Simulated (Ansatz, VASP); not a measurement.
**One calculation of Ga2O3, two programs**

File POSCAR:

```
Ga2O3
1.0
    3.0205613676      0.0000000000      0.0000000000
   -1.5102806838      2.6158828780      0.0000000000
    0.0000000000      0.0000000000      6.9135708835
Ga O
2 3
Direct
    0.3333333333      0.6666666667      0.2039202181
    0.6666666667      0.3333333333      0.7960797819
    0.0000000000      0.0000000000      0.0000000000
    0.3333333333      0.6666666667      0.6915979171
    0.6666666667      0.3333333333      0.3084020829
```

File INCAR.step1:

```
SYSTEM = Ga2O3
ALGO     = Normal         ! electronic algorithm
EDIFF    = 1E-4           ! SCF threshold, eV
ENCUT    = 520            ! plane-wave cutoff, eV
GGA      = PE             ! functional
ISMEAR   = 0              ! smearing method
LASPH    = .TRUE.         ! aspherical terms in the spheres
LCHARG   = .FALSE.        ! write CHGCAR
LREAL    = .FALSE.        ! projectors in reciprocal space
LWAVE    = .TRUE.         ! write WAVECAR
NBANDS   = 30             ! bands
NELM     = 60             ! most SCF steps
PREC     = Accurate       ! precision mode
SIGMA    = 0.01           ! smearing width, eV
```

The input INCAR.step2:

```
SYSTEM = Ga2O3
ALGO     = Normal         ! electronic algorithm
EDIFF    = 1E-6           ! SCF threshold, eV
ENCUT    = 520            ! plane-wave cutoff, eV
ISIF     = 2              ! what is computed and relaxed
ISMEAR   = 0              ! smearing method
ISTART   = 1            
LASPH    = .TRUE.         ! aspherical terms in the spheres
LCHARG   = .FALSE.        ! write CHGCAR
LMIXTAU  = .TRUE.       
LREAL    = .FALSE.        ! projectors in reciprocal space
LWAVE    = .FALSE.        ! write WAVECAR
METAGGA  = R2SCAN         ! meta-GGA
NBANDS   = 30             ! bands
NELM     = 60             ! most SCF steps
PREC     = Accurate       ! precision mode
SIGMA    = 0.01           ! smearing width, eV
```

File KPOINTS:

```
k-points
0
G
  9 9 4
  0 0 0
```

Input for Ansatz:

```yaml
crystal:
  lattice:
    - [3.0205613676, 0.0, 0.0]
    - [-1.5102806838, 2.615882878, 0.0]
    - [0.0, 0.0, 6.9135708835]
  atoms:
    - { symbol: Ga, position: [0.3333333333, 0.6666666667, 0.2039202181] }
    - { symbol: Ga, position: [0.6666666667, 0.3333333333, 0.7960797819] }
    - { symbol: O, position: [0.0, 0.0, 0.0] }
    - { symbol: O, position: [0.3333333333, 0.6666666667, 0.6915979171] }
    - { symbol: O, position: [0.6666666667, 0.3333333333, 0.3084020829] }
kpoints:
  mp_grid: { grid: [9, 9, 4] }
hamiltonian:
  xc: r2scan
scf:
  occupations: { method: fixed }
  n_extra_bands: 5
output:
  forces: true
  stress: true
  eigenvalues: true
```

Alike in both runs: task single point; functional r2SCAN; k mesh 9 × 9 × 4; no spin polarisation.

|  | VASP | Ansatz |
| --- | --- | --- |
| version | VASP 6.6.1 | Ansatz 0.2.0 |
| potentials or method | VASP PAW PBE potentials, release 64 (Ga_d, O) | plane waves, PAW |
| plane-wave cutoff (eV) | 520 | 500 |
| occupations | gaussian, width 0.01 eV | fixed |
| valence electrons in the cell | 44 | 44 |

```csv
,VASP,Ansatz,Ansatz less VASP
gap on the k mesh at the Fermi level (eV),2.84,2.87,+0.031
pressure (GPa),-4.0,-5.6,-1.64
"traceless stress, the component that is largest in VASP (GPa)",0.83,1.82,+0.992
rms of the force components (eV/Å),0.080,0.119,+0.0391
```

VASP's potentials were made for PBE, not for r2SCAN. Atom by atom the forces differ by 0.039 eV/Å (rms over components).
